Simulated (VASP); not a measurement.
Runs of VASP 6.6.1 on SiNi2. The structure is that of space group P6_3/mmc (No. 194), or close to it. The cells are those of the table. 

```csv
cell,gap on the mesh (eV),pressure (GPa)
"a = 3.986, b = 3.986, c = 4.779 Å, angles 90.0, 90.0, 120.0°, 6 atoms",none,(a)
"a = 3.870, b = 3.870, c = 5.075 Å, angles 90.0, 90.0, 120.0°, 6 atoms",none,(b)
"a = 3.753, b = 3.753, c = 4.927 Å, angles 90.0, 90.0, 120.0°, 6 atoms",none,18.2
"a = 3.812, b = 3.812, c = 5.001 Å, angles 90.0, 90.0, 120.0°, 6 atoms",none,5.3
"a = 3.753, b = 3.753, c = 5.001 Å, angles 90.0, 90.0, 120.0°, 6 atoms",none,14.0
```

Alike in all rows: task single point; level r2SCAN; potentials or basis VASP PAW PBE potentials, release 64 (Si, Ni); no spin polarisation; k mesh 12 × 12 × 10; cutoff (eV) 520; smearing gaussian 0.15 eV.

Question: Estimate the missing entries.

Answer: (a) -6.2; (b) -5.0.

Caveats: the PAW data sets were made with another functional, which shifts forces and pressure a little; the stress differs along the axes, from -12 to 6 GPa (at least some runs); the stress differs along the axes, from -9 to -3 GPa (at least some runs); the stress differs along the axes, from 10 to 22 GPa (at least some runs); the stress differs along the axes, from -1 to 8 GPa (at least some runs); the stress differs along the axes, from 3 to 19 GPa (at least some runs).

A gap of «none» marks levels without a gap at the run's occupations.
